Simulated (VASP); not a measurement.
# Bi (Fd-3m) in VASP: a series of runs

Runs on Bi. Level: r2SCAN. Tasks: single point.

Program: VASP 6.6.1. These are calculated values, not measurements. Logs are shortened: lines on timing, memory, paths and dates and some standing lists are left out, and cuts for length are marked.

## 1. The cell of the first run

The structure is cubic, space group Fd-3m (No. 227). Conventional cell: a = 7.332 Å, b = 7.332 Å, c = 7.332 Å, α = 90.00°, β = 90.00°, γ = 90.00°. Within 4.2 Å of Bi (site symmetry -43m) lie 4 Bi at 3.17 Å.

This isn't the form of Bi at room conditions, which is rhombohedral.

## 2. Single point, r2SCAN (49.27 Å³/atom)

POSCAR

```
Bi
1.0
    0.0000000000      3.6658982258      3.6658982258
    3.6658982258      0.0000000000      3.6658982258
    3.6658982258      3.6658982258      0.0000000000
Bi
2
Direct
    0.1250000000      0.1250000000      0.1250000000
    0.8750000000      0.8750000000      0.8750000000
```

INCAR.step1

```
SYSTEM = Bi
PREC = Accurate ; ENCUT = 550
ISMEAR = -1 ; SIGMA = 0.1
LREAL = .FALSE. ; LASPH = .TRUE.
NELM = 120 ; NBANDS = 22
GGA = PE ; ALGO = Normal
EDIFF = 1E-5 ; LWAVE = .TRUE.
LCHARG = .FALSE. ; GGA_COMPAT = .FALSE.
```

INCAR.step2

```
SYSTEM = Bi
PREC = Accurate ; ENCUT = 550
EDIFF = 1E-6 ; ISMEAR = -1
SIGMA = 0.1 ; LREAL = .FALSE.
LASPH = .TRUE. ; NELM = 120
ALGO = Normal ; ISIF = 2
LWAVE = .FALSE. ; LCHARG = .TRUE.
METAGGA = R2SCAN ; LMIXTAU = .TRUE.
LELF = .TRUE. ; LVHAR = .TRUE.
NBANDS = 22 ; ISTART = 1
GGA_COMPAT = .FALSE.
```

KPOINTS

```
Automatic mesh
0
G
  9 9 9
  0 0 0
```

Potentials or basis: VASP PAW PBE potentials, release 64 (Bi_d).

The run is started by

```console
$ cat potpaw_PBE.64/Bi_d/POTCAR > POTCAR
$ cp INCAR.step1 INCAR
$ mpirun -np 1 vasp_std > vasp.out
$ cp INCAR.step2 INCAR
$ mpirun -np 1 vasp_std > vasp.out
```

OUTCAR:

```text
SYSTEM = Bi
   PREC = Accurate
   ENCUT = 550
   EDIFF = 1E-6
   ISMEAR = -1
   LREAL = .FALSE.
   LASPH = .TRUE.
   NELM = 120
   ISIF = 2
   METAGGA = R2SCAN
   ISTART = 1

 ion  position               nearest neighbor table
   1  0.125  0.125  0.125-   2 3.17   2 3.17   2 3.17   2 3.17
   2  0.875  0.875  0.875-   1 3.17   1 3.17   1 3.17   1 3.17

  LATTYP: Found a face centered cubic cell.
 ALAT       =     7.3317964516

  Lattice vectors:

 A1 = (   0.0000000000,   3.6658982258,   3.6658982258)
 A2 = (   3.6658982258,   0.0000000000,   3.6658982258)
 A3 = (   3.6658982258,   3.6658982258,   0.0000000000)

Analysis of symmetry for initial positions (statically):
=====================================================================
 Subroutine PRICEL returns:
 Original cell was already a primitive cell.

 Routine SETGRP: Setting up the symmetry group for a
 face centered cubic supercell.

 Subroutine GETGRP returns: Found 48 space group operations
 (whereof 12 operations were pure point group operations)
 out of a pool of 48 trial point group operations.

The static configuration has the point symmetry D_3d.
 The point group associated with its full space group is O_h .

Analysis of symmetry for dynamics (positions and initial velocities):
=====================================================================
 Subroutine PRICEL returns:
 Original cell was already a primitive cell.

 Routine SETGRP: Setting up the symmetry group for a
 face centered cubic supercell.

 Subroutine GETGRP returns: Found 48 space group operations
 (whereof 12 operations were pure point group operations)
 out of a pool of 48 trial point group operations.

The dynamic configuration has the point symmetry D_3d.
 The point group associated with its full space group is O_h .

 Subroutine INISYM returns: Found 48 space group operations
 (whereof 12 operations are pure point group operations),
 and found     1 'primitive' translations

----------------------------------------------------------------------------------------

                                     Primitive cell

  volume of cell :      98.5306

  direct lattice vectors                    reciprocal lattice vectors
     0.000000000  3.665898226  3.665898226    -0.136392221  0.136392221  0.136392221
     3.665898226  0.000000000  3.665898226     0.136392221 -0.136392221  0.136392221
     3.665898226  3.665898226  0.000000000     0.136392221  0.136392221 -0.136392221

  length of vectors
     5.184362989  5.184362989  5.184362989     0.236238256  0.236238256  0.236238256

  position of ions in fractional coordinates (direct lattice)
     0.125000000  0.125000000  0.125000000
     0.875000000  0.875000000  0.875000000

  ion indices of the primitive-cell ions
   primitive index   ion index
                 1           1
                 2           2

----------------------------------------------------------------------------------------

 KPOINTS: Automatic mesh

Automatic generation of k-mesh.
 Grid dimensions read from file:
 generate k-points for:    9    9    9

 Generating k-lattice:

  Cartesian coordinates                     Fractional coordinates (reciprocal lattice)
    -0.015154691  0.015154691  0.015154691     0.111111111  0.000000000  0.000000000
     0.015154691 -0.015154691  0.015154691     0.000000000  0.111111111  0.000000000
     0.015154691  0.015154691 -0.015154691     0.000000000  0.000000000  0.111111111

  Length of vectors
     0.026248695  0.026248695  0.026248695

  Shift w.r.t. Gamma in fractional coordinates (k-lattice)
     0.000000000  0.000000000  0.000000000

 Subroutine IBZKPT returns following result:
 ===========================================

 Found     35 irreducible k-points:

 Following reciprocal coordinates:
            Coordinates               Weight
  0.000000  0.000000  0.000000      1.000000
  0.111111  0.000000  0.000000      8.000000
  0.222222  0.000000  0.000000      8.000000
  0.333333  0.000000  0.000000      8.000000
  0.444444  0.000000  0.000000      8.000000
  0.111111  0.111111  0.000000      6.000000
[... 16 lines left out ...]
 -0.333333  0.333333  0.000000     12.000000
  0.444444  0.444444  0.000000      6.000000
 [... further k-points ...]
   k-points           NKPTS =     35   k-points in BZ     NKDIM =     35   number of bands    NBANDS=     22
   number of dos      NEDOS =    301   number of ions     NIONS =      2
   total plane-waves  NPLWV =  64000
   dimension x,y,z NGX =    40 NGY =   40 NGZ =   40
   dimension x,y,z NGXF=    80 NGYF=   80 NGZF=   80
   ions per type =               2
   NGX,Y,Z   is equivalent  to a cutoff of  12.83, 12.83, 12.83 a.u.
   NGXF,Y,Z  is equivalent  to a cutoff of  25.65, 25.65, 25.65 a.u.
 SYSTEM =  Bi
   PREC   = accura    normal or accurate (medium, high low for compatibility)
   ISTART =      1    job   : 0-new  1-cont  2-samecut
   ICHARG =      0    charge: 1-file 2-atom 10-const
   ISPIN  =      1    spin polarized calculation?
   LNONCOLLINEAR =      F non collinear calculations
   LSORBIT =      F    spin-orbit coupling
   LASPH  =      T    aspherical Exc in radial PAW
   ENCUT  =  550.0 eV  40.42 Ry    6.36 a.u.   9.91  9.91  9.91*2*pi/ulx,y,z
   NELM   =    120;   NELMIN=  2; NELMDL=  0     # of ELM steps
   EDIFF  = 0.1E-05   stopping-criterion for ELM
   LREAL  =      F    real-space projection
   EDIFFG = 0.1E-04   stopping-criterion for IOM
   NSW    =      0    number of steps for IOM
   IBRION =     -1    ionic relax: 0-MD 1-quasi-New 2-CG
   NFREE  =      0    steps in history (QN), initial steepest desc. (CG)
   ISIF   =      2    stress and relaxation
   ISYM   =      2    0-nonsym 1-usesym 2-fastsym
   POTIM  = 0.5000    time-step for ionic-motion
   TEBEG  =    0.0;   TEEND  =   0.0 temperature during run
   PSTRESS=    0.0 pullay stress
   NELECT =      30.0000    total number of electrons
   NUPDOWN=      -1.0000    fix difference up-down
   EMIN   =  10.00;   EMAX   =-10.00  energy-range for DOS
   EFERMI =   0.00;   METHOD = LEGACY
   ISMEAR =    -1;   SIGMA  =   0.10  broadening in eV -4-tet -1-fermi 0-gaus
   EFERMI_NEDOS =   21; number of points for ismear=-14 and -15
   IALGO  =     38    algorithm
   IMIX   =      4    mixing-type and parameters
     AMIX     =   0.40;   BMIX     =  1.00
     AMIX_MAG =   1.60;   BMIX_MAG =  1.00
  volume/ion in A,a.u.               =      49.27       332.46
  Fermi-wavevector in a.u.,A,eV,Ry     =   1.101349  2.081247 16.503445  1.212969
  Thomas-Fermi vector in A             =   2.237774
   LORBIT       =      0    0 simple, 1 ext, 2 COOP (PROOUT), +10 PAW based schemes
   METAGGA = R2SCAN    functional components
   LHFCALC =     F    Hartree Fock is set to
   AEXX    =    0.0000 exact exchange contribution
   IVDW    =     0    specifies the selected vdW correction
   LEPSILON=     F    determine dielectric tensor
   LRPA    =     F    only Hartree local field effects (RPA)
 non-spin polarized calculation
  energy-cutoff  :      550.00
  volume of cell :       98.53
 maximum number of plane-waves:      2899
   NGX = 19   NGY = 19   NGZ = 19

 number of electron      29.9999997 magnetization

 Free energy of the ion-electron system (eV)
  ---------------------------------------------------
  ext. energy  EPLUGINS =         0.00000000
  ---------------------------------------------------
  free energy    TOTEN  =      -116.51447841 eV

  energy without entropy =     -116.48011104  energy(sigma->0) =     -116.49729472

 E-fermi :   3.2662     XC(G=0):  -8.3828

 val. band max:        3.1863057313   @ k =  -0.4444   0.4444   0.1111
 cond. band min:       3.2803632900   @ k =  -0.4444   0.4444   0.0000
 fundamental gap:      0.0940575588
 Fermi energy:         3.2662123763

 k-point     1 :       0.0000    0.0000    0.0000
  band No.  band energies     occupation
      1     -20.2033      2.00000
      2     -20.2033      2.00000
      3     -20.2033      2.00000
      4     -20.1621      2.00000
      5     -20.1621      2.00000
      6     -19.9975      2.00000
[... 14 lines left out ...]
     21      10.5620      0.00000
     22      11.0278      0.00000

 k-point     2 :       0.1111    0.0000    0.0000
  band No.  band energies     occupation
      1     -20.2076      2.00000
      2     -20.2076      2.00000
      3     -20.2014      2.00000
      4     -20.1561      2.00000
      5     -20.1561      2.00000
      6     -20.0069      2.00000
[... 14 lines left out ...]
     21      10.0213      0.00000
     22      10.6278      0.00000

 k-point     3 :       0.2222    0.0000    0.0000
  band No.  band energies     occupation
      1     -20.2151      2.00000
      2     -20.2151      2.00000
      3     -20.1963      2.00000
      4     -20.1446      2.00000
      5     -20.1446      2.00000
      6     -20.0191      2.00000
[... 14 lines left out ...]
     21       9.7152      0.00000
     22      10.3319      0.00000

 k-point     4 :       0.3333    0.0000    0.0000
  band No.  band energies     occupation
      1     -20.2208      2.00000
      2     -20.2208      2.00000
      3     -20.1902      2.00000
      4     -20.1347      2.00000
      5     -20.1347      2.00000
      6     -20.0281      2.00000
[... 14 lines left out ...]
     21       9.9081      0.00000
     22      10.6432      0.00000

 k-point     5 :       0.4444    0.0000    0.0000
  band No.  band energies     occupation
      1     -20.2236      2.00000
      2     -20.2236      2.00000
      3     -20.1859      2.00000
      4     -20.1295      2.00000
      5     -20.1295      2.00000
      6     -20.0326      2.00000
[... 14 lines left out ...]
     21      10.4815      0.00000
     22      10.4815      0.00000

 k-point     6 :       0.1111    0.1111    0.0000
  band No.  band energies     occupation
      1     -20.2074      2.00000
      2     -20.2074      2.00000
      3     -20.2045      2.00000
      4     -20.1570      2.00000
      5     -20.1501      2.00000
      6     -20.0181      2.00000
[... 14 lines left out ...]
     21      10.6771      0.00000
     22      11.2834      0.00000

 k-point     7 :       0.2222    0.1111    0.0000
  band No.  band energies     occupation
      1     -20.2158      2.00000
      2     -20.2133      2.00000
      3     -20.1988      2.00000
      4     -20.1484      2.00000
      5     -20.1375      2.00000
      6     -20.0325      2.00000
[... 324 lines left out ...]
      6     -20.0879      2.00000
[... 14 lines left out ...]
     21      11.6016      0.00000
     22      13.0653      0.00000

 k-point    21 :       0.4444    0.3333    0.0000
  band No.  band energies     occupation
      1     -20.2342      2.00000
      2     -20.2305      2.00000
      3     -20.1706      2.00000
      4     -20.1074      2.00000
      5     -20.1053      2.00000
      6     -20.0739      2.00000
[... 14 lines left out ...]
     21      11.7306      0.00000
     22      12.4245      0.00000

 k-point    22 :      -0.4444    0.3333    0.0000
  band No.  band energies     occupation
      1     -20.2420      2.00000
      2     -20.2324      2.00000
      3     -20.1524      2.00000
      4     -20.1042      2.00000
      5     -20.0952      2.00000
      6     -20.0748      2.00000
[... 14 lines left out ...]
     21      10.8330      0.00000
     22      12.4285      0.00000

 k-point    23 :      -0.3333    0.3333    0.0000
  band No.  band energies     occupation
      1     -20.2443      2.00000
      2     -20.2322      2.00000
      3     -20.1496      2.00000
      4     -20.0972      2.00000
      5     -20.0942      2.00000
      6     -20.0793      2.00000
[... 14 lines left out ...]
     21      10.9306      0.00000
     22      12.2352      0.00000

 k-point    24 :       0.4444    0.4444    0.0000
  band No.  band energies     occupation
      1     -20.2329      2.00000
      2     -20.2329      2.00000
      3     -20.1623      2.00000
      4     -20.1289      2.00000
      5     -20.0935      2.00000
      6     -20.0649      2.00000
[... 14 lines left out ...]
     21      12.3823      0.00000
     22      12.3958      0.00000

 [... further k-points ...]

------------------------ aborting loop because EDIFF is reached ----------------------------------------

  FORCE on cell =-STRESS in cart. coord.  units (eV):
  Direction    XX          YY          ZZ          XY          YZ          ZX
  --------------------------------------------------------------------------------------
  -------------------------------------------------------------------------------------
  Total       -0.7349694     -0.7349694     -0.7349694     -0.0000000     -0.0000000      0.0000000
  in kB      -11.9511212    -11.9511212    -11.9511212     -0.0000000     -0.0000000      0.0000000
  external PRESSURE =     -11.9511212 kB  Pullay stress =       0.0000000 kB

 VOLUME and BASIS-vectors are now :
 -----------------------------------------------------------------------------
  energy-cutoff  :      550.00
  volume of cell :       98.53
      direct lattice vectors                 reciprocal lattice vectors
     0.000000000  3.665898226  3.665898226    -0.136392221  0.136392221  0.136392221
     3.665898226  0.000000000  3.665898226     0.136392221 -0.136392221  0.136392221
     3.665898226  3.665898226  0.000000000     0.136392221  0.136392221 -0.136392221

 POSITION                                       TOTAL-FORCE (eV/Angst)
 -----------------------------------------------------------------------------------
      0.91647      0.91647      0.91647         0.000000      0.000000      0.000000
      6.41532      6.41532      6.41532        -0.000000     -0.000000     -0.000000
 -----------------------------------------------------------------------------------
    total drift:                                0.000000      0.000000     -0.000000

  FREE ENERGIE OF THE ION-ELECTRON SYSTEM (eV)
  ---------------------------------------------------
  free  energy   TOTEN  =      -116.5144784078 eV

  energy  without entropy=     -116.4801110398  energy(sigma->0) =     -116.49729472
```

Run time: 2.1 min. Hardware: 1 thread of Intel Xeon 6975P-C (Granite Rapids), shared host; peak memory 0.28 GiB.

What came out:

- Free energy: -116.5145 eV
- Pressure: -1.2 GPa
- Band gap on the k mesh: zero (bands 15 and 16 overlap by 0.57 eV)

Levels at points of the mesh, in eV from the Fermi level:
| k point | band 12 | band 13 | band 14 | band 15 | band 16 | band 17 | band 18 | band 19 |
| --- | --- | --- | --- | --- | --- | --- | --- | --- |
| (0.00, 0.00, 0.00) | -8.11 | -1.40 | -1.40 | -1.40 | 0.92 | 0.92 | 0.92 | 3.56 |

Caveat: the PAW data sets were made with another functional, which shifts forces and pressure a little; spin-orbit coupling is left out, which moves the levels of the heavy elements.

## 3. Single point, r2SCAN (51.16 Å³/atom)

This run uses another cell than the first one, of 51.16 Å³/atom.

POSCAR

```
Bi
1.0
    0.0000000000      3.7123069275      3.7123069275
    3.7123069275      0.0000000000      3.7123069275
    3.7123069275      3.7123069275      0.0000000000
Bi
2
Direct
    0.1250000000      0.1250000000      0.1250000000
    0.8750000000      0.8750000000      0.8750000000
```

INCAR.step1

```
PREC = Accurate ; ENCUT = 550
ISMEAR = -1 ; SIGMA = 0.1
LREAL = False ; LASPH = True
NELM = 120 ; NBANDS = 22
GGA = PE ; ALGO = Normal
EDIFF = 1E-5 ; LWAVE = True
LCHARG = False ; GGA_COMPAT = False
```

INCAR.step2

```
PREC = Accurate ; ENCUT = 550
EDIFF = 1E-6 ; ISMEAR = -1
SIGMA = 0.1 ; LREAL = False
LASPH = True ; NELM = 120
ALGO = Normal ; ISIF = 2
LWAVE = False ; LCHARG = False
METAGGA = R2SCAN ; LMIXTAU = True
NBANDS = 22 ; ISTART = 1
GGA_COMPAT = False
```

KPOINTS

```
Automatic mesh
0
Gamma
  9 9 9
```

Potentials or basis: VASP PAW PBE potentials, release 64 (Bi_d).

The run is started by

```console
$ cat potpaw_PBE.64/Bi_d/POTCAR > POTCAR
$ cp INCAR.step1 INCAR
$ mpirun -np 1 vasp_std > vasp.out
$ cp INCAR.step2 INCAR
$ mpirun -np 1 vasp_std > vasp.out
```

It took 2 min on 1 thread of Intel Xeon 6975P-C (Granite Rapids), shared host; peak memory 0.28 GiB.

Results (log left out):

- Free energy: -116.4760 eV
- Pressure: -2.1 GPa
- Band gap on the k mesh: zero (bands 15 and 16 overlap by 0.51 eV)

Levels at points of the mesh, in eV from the Fermi level:
```csv
k point,band 13,band 14,band 15,band 16,band 17,band 18
"(0.00, 0.00, 0.00)",-1.36,-1.36,-1.36,0.92,0.92,0.92
```

Caveat: the PAW data sets were made with another functional, which shifts forces and pressure a little; spin-orbit coupling is left out, which moves the levels of the heavy elements.

## 4. Single point, r2SCAN (53.05 Å³/atom)

This run uses another cell than the first one, of 53.05 Å³/atom.

POSCAR

```
Bi
1.0
    0.0000000000      3.7575834254      3.7575834254
    3.7575834254      0.0000000000      3.7575834254
    3.7575834254      3.7575834254      0.0000000000
Bi
2
Direct
    0.1250000000      0.1250000000      0.1250000000
    0.8750000000      0.8750000000      0.8750000000
```

INCAR.step1 is that of step 3.

INCAR.step2 is that of step 3.

KPOINTS

```
regular mesh
0
Gamma
  9 9 9
```

The run is started by

```console
$ cat potpaw_PBE.64/Bi_d/POTCAR > POTCAR
$ cp INCAR.step1 INCAR
$ mpirun -np 1 vasp_std > vasp.out
$ cp INCAR.step2 INCAR
$ mpirun -np 1 vasp_std > vasp.out
```

Run time: 2.7 min. Hardware: 1 thread of Intel Xeon 6975P-C (Granite Rapids), shared host; peak memory 0.31 GiB.

Results (log left out):

| Item | Value |
| --- | --- |
| Free energy | -116.4178 eV |
| Pressure | -2.9 GPa |
| Band gap on the k mesh | zero (bands 15 and 16 overlap by 0.45 eV) |

Levels at points of the mesh, in eV from the Fermi level:
| k point | band 12 | band 13 | band 14 | band 15 | band 16 | band 17 | band 18 | band 19 |
| --- | --- | --- | --- | --- | --- | --- | --- | --- |
| (0.00, 0.00, 0.00) | -8.36 | -1.31 | -1.31 | -1.31 | 0.92 | 0.92 | 0.92 | 3.54 |

Caveat: the PAW data sets were made with another functional, which shifts forces and pressure a little; spin-orbit coupling is left out, which moves the levels of the heavy elements.

## 5. Overview

```tsv
cell	gap on the mesh (eV)	pressure (GPa)
a = 5.184 Å, angles 60.0°, 2 atoms	none	-1.2
a = 5.250 Å, angles 60.0°, 2 atoms	none	-2.1
a = 5.314 Å, angles 60.0°, 2 atoms	none	-2.9
```

Alike in all rows: task single point; level r2SCAN; potentials or basis VASP PAW PBE potentials, release 64 (Bi_d); no spin polarisation; k mesh 9 × 9 × 9; cutoff (eV) 550; smearing fermi-dirac 0.1 eV.

Caveats: the PAW data sets were made with another functional, which shifts forces and pressure a little; spin-orbit coupling is left out, which moves the levels of the heavy elements.

Total energies depend on the potentials used, so only differences within one code and one set of settings carry meaning.

The gap in the log of VASP goes by the Fermi energy; the results here count the filled bands.